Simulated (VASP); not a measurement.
# Ta (P6_3/mmc) in VASP: notebook, part 4 of 4

VASP 6.6.1. Earlier steps stand in the parts before.

### 6 Single point, RPBE (18.36 Å³/atom)

This run uses another cell than the first one, of 18.36 Å³/atom.

The input, INCAR:

```
PREC = Accurate ; ENCUT = 520
EDIFF = 1E-6 ; ISMEAR = -1
SIGMA = 0.1 ; LREAL = F
LASPH = T ; NELM = 60
ALGO = Normal ; ISIF = 2
LWAVE = F ; LCHARG = F
GGA = RP ; NBANDS = 30
```

The input, KPOINTS:

```
Automatic mesh
0
Gamma
  14 14 4
```

The input, POSCAR:

```
Ta
1.0
    2.9201200414      0.0000000000      0.0000000000
   -1.4600600207      2.5288981379      0.0000000000
    0.0000000000      0.0000000000      9.9461472909
Ta
4
Direct
    1.0000000000      1.0000000000      1.0000000000
    1.0000000000      1.0000000000      0.5000000000
    0.3333333333      0.6666666667      0.2500000000
    0.6666666667      0.3333333333      0.7500000000
```

Potentials or basis: VASP PAW PBE potentials, release 64 (Ta_pv).

Started as:

```bash
> cat potpaw_PBE.64/Ta_pv/POTCAR > POTCAR
> mpirun -np 1 vasp_std > vasp.out
```

OUTCAR:

```text
PREC = Accurate
   ENCUT = 520
   EDIFF = 1E-6
   ISMEAR = -1
   LREAL = F
   LASPH = T
   NELM = 60
   ISIF = 2
   GGA = RP

 ion  position               nearest neighbor table
   1  0.000  0.000  0.000-   3 3.00   4 3.00   3 3.00   4 3.00   4 3.00   3 3.00
   2  0.000  0.000  0.500-   3 3.00   4 3.00   3 3.00   4 3.00   4 3.00   3 3.00
   3  0.333  0.667  0.250-   1 3.00   2 3.00   1 3.00   2 3.00   1 3.00   2 3.00
   4  0.667  0.333  0.750-   1 3.00   2 3.00   1 3.00   2 3.00   1 3.00   2 3.00

  LATTYP: Found a hexagonal cell.
 ALAT       =     2.9201200414
 C/A-ratio  =     3.4060748017

  Lattice vectors:

 A1 = (   2.9201200414,   0.0000000000,   0.0000000000)
 A2 = (  -1.4600600207,   2.5288981379,   0.0000000000)
 A3 = (   0.0000000000,   0.0000000000,   9.9461472909)

Analysis of symmetry for initial positions (statically):
=====================================================================
 Subroutine PRICEL returns:
 Original cell was already a primitive cell.

 Routine SETGRP: Setting up the symmetry group for a
 hexagonal supercell.

 Subroutine GETGRP returns: Found 24 space group operations
 (whereof 12 operations were pure point group operations)
 out of a pool of 24 trial point group operations.

The static configuration has the point symmetry D_3d.
 The point group associated with its full space group is D_6h.

Analysis of symmetry for dynamics (positions and initial velocities):
=====================================================================
 Subroutine PRICEL returns:
 Original cell was already a primitive cell.

 Routine SETGRP: Setting up the symmetry group for a
 hexagonal supercell.

 Subroutine GETGRP returns: Found 24 space group operations
 (whereof 12 operations were pure point group operations)
 out of a pool of 24 trial point group operations.

The dynamic configuration has the point symmetry D_3d.
 The point group associated with its full space group is D_6h.

 Subroutine INISYM returns: Found 24 space group operations
 (whereof 12 operations are pure point group operations),
 and found     1 'primitive' translations

----------------------------------------------------------------------------------------

                                     Primitive cell

  volume of cell :      73.4492

  direct lattice vectors                    reciprocal lattice vectors
     2.920120041  0.000000000  0.000000000     0.342451675  0.197714567  0.000000000
    -1.460060021  2.528898138  0.000000000     0.000000000  0.395429134  0.000000000
     0.000000000  0.000000000  9.946147291     0.000000000  0.000000000  0.100541443

  length of vectors
     2.920120041  2.920120041  9.946147291     0.395429134  0.395429134  0.100541443

  position of ions in fractional coordinates (direct lattice)
     0.000000000  0.000000000  0.000000000
     0.000000000  0.000000000  0.500000000
     0.333333333  0.666666667  0.250000000
     0.666666667  0.333333333  0.750000000

  ion indices of the primitive-cell ions
   primitive index   ion index
                 1           1
                 2           2
                 3           3
                 4           4

----------------------------------------------------------------------------------------
[... 22 lines left out ...]

 Found     72 irreducible k-points:

 Following reciprocal coordinates:
            Coordinates               Weight
  0.000000  0.000000  0.000000      1.000000
  0.071429  0.000000  0.000000      6.000000
  0.142857  0.000000  0.000000      6.000000
  0.214286  0.000000  0.000000      6.000000
  0.285714  0.000000  0.000000      6.000000
  0.357143  0.000000  0.000000      6.000000
[... 16 lines left out ...]
  0.285714  0.285714  0.000000      6.000000
  0.357143  0.285714  0.000000      6.000000
 [... further k-points ...]
   k-points           NKPTS =     72   k-points in BZ     NKDIM =     72   number of bands    NBANDS=     30
   number of dos      NEDOS =    301   number of ions     NIONS =      4
   total plane-waves  NPLWV =  46080
   dimension x,y,z NGX =    24 NGY =   24 NGZ =   80
   dimension x,y,z NGXF=    48 NGYF=   48 NGZF=  160
   ions per type =               4
   NGX,Y,Z   is equivalent  to a cutoff of  13.66, 13.66, 13.37 a.u.
   NGXF,Y,Z  is equivalent  to a cutoff of  27.33, 27.33, 26.74 a.u.
 SYSTEM =  unknown system
   PREC   = accura    normal or accurate (medium, high low for compatibility)
   ISTART =      0    job   : 0-new  1-cont  2-samecut
   ICHARG =      2    charge: 1-file 2-atom 10-const
   ISPIN  =      1    spin polarized calculation?
   LNONCOLLINEAR =      F non collinear calculations
   LSORBIT =      F    spin-orbit coupling
   LASPH  =      T    aspherical Exc in radial PAW
   ENCUT  =  520.0 eV  38.22 Ry    6.18 a.u.   5.43  5.43 18.49*2*pi/ulx,y,z
   NELM   =     60;   NELMIN=  2; NELMDL= -5     # of ELM steps
   EDIFF  = 0.1E-05   stopping-criterion for ELM
   LREAL  =      F    real-space projection
   EDIFFG = 0.1E-04   stopping-criterion for IOM
   NSW    =      0    number of steps for IOM
   IBRION =     -1    ionic relax: 0-MD 1-quasi-New 2-CG
   NFREE  =      0    steps in history (QN), initial steepest desc. (CG)
   ISIF   =      2    stress and relaxation
   ISYM   =      2    0-nonsym 1-usesym 2-fastsym
   POTIM  = 0.5000    time-step for ionic-motion
   TEBEG  =    0.0;   TEEND  =   0.0 temperature during run
   PSTRESS=    0.0 pullay stress
   NELECT =      44.0000    total number of electrons
   NUPDOWN=      -1.0000    fix difference up-down
   EMIN   =  10.00;   EMAX   =-10.00  energy-range for DOS
   EFERMI =   0.00;   METHOD = LEGACY
   ISMEAR =    -1;   SIGMA  =   0.10  broadening in eV -4-tet -1-fermi 0-gaus
   EFERMI_NEDOS =   21; number of points for ismear=-14 and -15
   IALGO  =     38    algorithm
   IMIX   =      4    mixing-type and parameters
     AMIX     =   0.40;   BMIX     =  1.00
     AMIX_MAG =   1.60;   BMIX_MAG =  1.00
  volume/ion in A,a.u.               =      18.36       123.91
  Fermi-wavevector in a.u.,A,eV,Ry     =   1.380056  2.607928 25.913042  1.904555
  Thomas-Fermi vector in A             =   2.504968
   LORBIT       =      0    0 simple, 1 ext, 2 COOP (PROOUT), +10 PAW based schemes
   GGA     = RP    functional components
   LHFCALC =     F    Hartree Fock is set to
   AEXX    =    0.0000 exact exchange contribution
   IVDW    =     0    specifies the selected vdW correction
   LEPSILON=     F    determine dielectric tensor
   LRPA    =     F    only Hartree local field effects (RPA)
 non-spin polarized calculation
  energy-cutoff  :      520.00
  volume of cell :       73.45
 maximum number of plane-waves:      2027
 NGX is ok and might be reduce to    24
   NGX = 11   NGY = 11   NGZ = 37

 number of electron      44.0000006 magnetization

 Free energy of the ion-electron system (eV)
  ---------------------------------------------------
  ext. energy  EPLUGINS =         0.00000000
  ---------------------------------------------------
  free energy    TOTEN  =       -44.29643631 eV

  energy without entropy =      -44.15016609  energy(sigma->0) =      -44.22330120

 E-fermi :   5.8424     XC(G=0): -12.4636

 val. band max:        5.8341997286   @ k =   0.2857   0.2143   0.0000
 cond. band min:       5.8577026763   @ k =   0.4286   0.0714   0.5000
 fundamental gap:      0.0235029477
 Fermi energy:         5.8424030199

 k-point     1 :       0.0000    0.0000    0.0000
  band No.  band energies     occupation
      1     -28.7952      2.00000
      2     -28.3542      2.00000
      3     -28.2840      2.00000
      4     -27.8533      2.00000
      5     -27.8533      2.00000
      6     -27.8262      2.00000
[... 781 lines left out ...]
     29      10.2147      0.00000
     30      10.7113      0.00000

 [... further k-points ...]

------------------------ aborting loop because EDIFF is reached ----------------------------------------

  FORCE on cell =-STRESS in cart. coord.  units (eV):
  Direction    XX          YY          ZZ          XY          YZ          ZX
  --------------------------------------------------------------------------------------
  -------------------------------------------------------------------------------------
  Total        3.7322088      3.7322088      3.7131968      0.0000000      0.0000000      0.0000000
  in kB       81.4122173     81.4122173     80.9975015      0.0000000      0.0000000      0.0000000
  external PRESSURE =      81.2739787 kB  Pullay stress =       0.0000000 kB

 VOLUME and BASIS-vectors are now :
 -----------------------------------------------------------------------------
  energy-cutoff  :      520.00
  volume of cell :       73.45
      direct lattice vectors                 reciprocal lattice vectors
     2.920120041  0.000000000  0.000000000     0.342451675  0.197714567  0.000000000
    -1.460060021  2.528898138  0.000000000     0.000000000  0.395429134  0.000000000
     0.000000000  0.000000000  9.946147291     0.000000000  0.000000000  0.100541443

 POSITION                                       TOTAL-FORCE (eV/Angst)
 -----------------------------------------------------------------------------------
      0.00000      0.00000      0.00000        -0.000000      0.000000     -0.000000
      0.00000      0.00000      4.97307        -0.000000      0.000000     -0.000000
     -0.00000      1.68593      2.48654         0.000000      0.000000      0.000000
      1.46006      0.84297      7.45961        -0.000000     -0.000000     -0.000000
 -----------------------------------------------------------------------------------
    total drift:                               -0.000000      0.000000     -0.000000

  FREE ENERGIE OF THE ION-ELECTRON SYSTEM (eV)
  ---------------------------------------------------
  free  energy   TOTEN  =       -44.2964363071 eV

  energy  without entropy=      -44.1501660944  energy(sigma->0) =      -44.22330120
```

stdout:

```text
POSCAR found type information on POSCAR Ta
 POSCAR found :  1 types and       4 ions
 scaLAPACK will be used
 -----------------------------------------------------------------------------
|                                                                             |
|                                                                             |
|     You enforced a specific xc type in the INCAR file but a different       |
|     I HOPE YOU KNOW WHAT YOU ARE DOING!                                     |
|                                                                             |
 -----------------------------------------------------------------------------

 LDA part: xc-table for (Slater+PW92), standard interpolation
 POSCAR, INCAR and KPOINTS ok, starting setup
 FFT: planning ... GRIDC
 FFT: planning ... GRID_SOFT
 FFT: planning ... GRID
 WAVECAR not read
 entering main loop
```

Wall time 66 s (1 thread of Intel Xeon 6975P-C (Granite Rapids), shared host); peak memory 0.26 GiB.

Results:

```yaml
Free_energy: -44.2964 eV
Pressure: 8.1 GPa
Band_gap_on_the_k_mesh: zero (bands 22 and 23 overlap by 1.05 eV)
```

Caveat: the cell stands under pressure; the PAW data sets were made with another functional, which shifts forces and pressure a little; spin-orbit coupling is left out, which moves the levels of the heavy elements.

### 7 Summary

| task | cell | k mesh | cutoff (eV) | gap on the mesh (eV) | pressure (GPa) |
| --- | --- | --- | --- | --- | --- |
| relaxation of cell and atoms | relaxed from a = 2.945, b = 2.945, c = 9.619 Å, angles 90.0, 90.0, 120.0°, 4 atoms | 12 × 12 × 4 | 600 | none | 0.0 |
| single point | a = 2.960, b = 2.960, c = 10.082 Å, angles 90.0, 90.0, 120.0°, 4 atoms | 12 × 12 × 4 | 520 | none | 0.0 |
| single point | a = 2.837, b = 2.837, c = 9.662 Å, angles 90.0, 90.0, 120.0°, 4 atoms | 14 × 14 × 4 | 520 | none | 29.8 |
| single point | a = 2.879, b = 2.879, c = 9.806 Å, angles 90.0, 90.0, 120.0°, 4 atoms | 14 × 14 × 4 | 520 | none | 17.9 |
| single point | a = 2.920, b = 2.920, c = 9.946 Å, angles 90.0, 90.0, 120.0°, 4 atoms | 14 × 14 × 4 | 520 | none | 8.1 |

Alike in all rows: level RPBE; potentials or basis VASP PAW PBE potentials, release 64 (Ta_pv); no spin polarisation; smearing fermi-dirac 0.1 eV.

Caveats: the PAW data sets were made with another functional, which shifts forces and pressure a little; spin-orbit coupling is left out, which moves the levels of the heavy elements; the cell stands under pressure (at least some runs).

Absolute energies hang on the potentials; compare differences alone.
